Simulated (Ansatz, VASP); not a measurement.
Two plane-wave programs on P

The input INCAR:

```
PREC = Accurate ; ENCUT = 520
EDIFF = 1E-6 ; ISMEAR = 0
SIGMA = 0.1 ; LREAL = False
LASPH = True ; NELM = 100
ALGO = Normal ; ISIF = 2
LWAVE = False ; LCHARG = False
LDIPOL = True ; IDIPOL = 3
DIPOL = 0.5 0.5 0.500 ; GGA = PE
IVDW = 12 ; NBANDS = 42
```

File KPOINTS:

```
regular mesh
0
Gamma
  10 8 1
```

POSCAR

```
P
1.0
    3.3228293856      0.0000000000      0.0000000000
    0.0000000000      4.1648375045      0.0000000000
    0.0000000000      0.0000000000     27.3633915253
P
12
Direct
    0.0000000000      0.5718894424      0.2740888312
    0.5000000000      0.9281105576      0.2740888312
    0.5000000000      0.0718894424      0.3533493981
    0.0000000000      0.4281105576      0.3533493981
    0.5000000000      0.5718894424      0.4603697165
    0.0000000000      0.9281105576      0.4603697165
    0.0000000000      0.0718894424      0.5396302835
    0.5000000000      0.4281105576      0.5396302835
    0.0000000000      0.5718894424      0.6466506019
    0.5000000000      0.9281105576      0.6466506019
    0.5000000000      0.0718894424      0.7259111688
    0.0000000000      0.4281105576      0.7259111688
```

Input for Ansatz:

```yaml
crystal:
  lattice:
    - [3.3228293856, 0.0, 0.0]
    - [0.0, 4.1648375045, 0.0]
    - [0.0, 0.0, 27.3633915253]
  atoms:
    - { symbol: P, position: [0.0, 0.5718894424, 0.2740888312] }
    - { symbol: P, position: [0.5, 0.9281105576, 0.2740888312] }
    - { symbol: P, position: [0.5, 0.0718894424, 0.3533493981] }
    - { symbol: P, position: [0.0, 0.4281105576, 0.3533493981] }
    - { symbol: P, position: [0.5, 0.5718894424, 0.4603697165] }
    - { symbol: P, position: [0.0, 0.9281105576, 0.4603697165] }
    - { symbol: P, position: [0.0, 0.0718894424, 0.5396302835] }
    - { symbol: P, position: [0.5, 0.4281105576, 0.5396302835] }
    - { symbol: P, position: [0.0, 0.5718894424, 0.6466506019] }
    - { symbol: P, position: [0.5, 0.9281105576, 0.6466506019] }
    - { symbol: P, position: [0.5, 0.0718894424, 0.7259111688] }
    - { symbol: P, position: [0.0, 0.4281105576, 0.7259111688] }
basis:
  ecutwfc: 420
kpoints:
  mp_grid: { grid: [10, 8, 1] }
hamiltonian:
  xc: pbe
  dispersion: d3bj
scf:
  occupations: { method: gaussian, width: 0.1 }
output:
  forces: true
  stress: true
  eigenvalues: true
  write_density: true
  write_potential: true
  elf: true
  volumetric_format: npy
efield:
  axis: 3
  dipole_correction: true
```

Alike in both runs: task single point; functional PBE; dispersion D3(BJ); k mesh 10 × 8 × 1; occupations gaussian, width 0.1 eV; no spin polarisation.

|  | VASP | Ansatz |
| --- | --- | --- |
| version | VASP 6.6.1 | Ansatz 0.2.0 |
| potentials or method | VASP PAW PBE potentials, release 64 (P), cutoff 520 eV | scalar-relativistic, plane waves, PAW |
| valence electrons in the cell | 60 | 60 |

Ansatz gave:

| Property | Result |
| --- | --- |
| gap on the k mesh at the Fermi level (eV) | 0.14 |
| least direct gap on the mesh (eV) | 0.14 |
| rms of the force components (eV/Å) | 0.037 |

Question: Estimate VASP's values.

Answer: gap on the k mesh at the Fermi level (eV): 0.12; least direct gap on the mesh (eV): 0.12; rms of the force components (eV/Å): 0.061.

Atom by atom the forces differ by 0.035 eV/Å (rms over components).
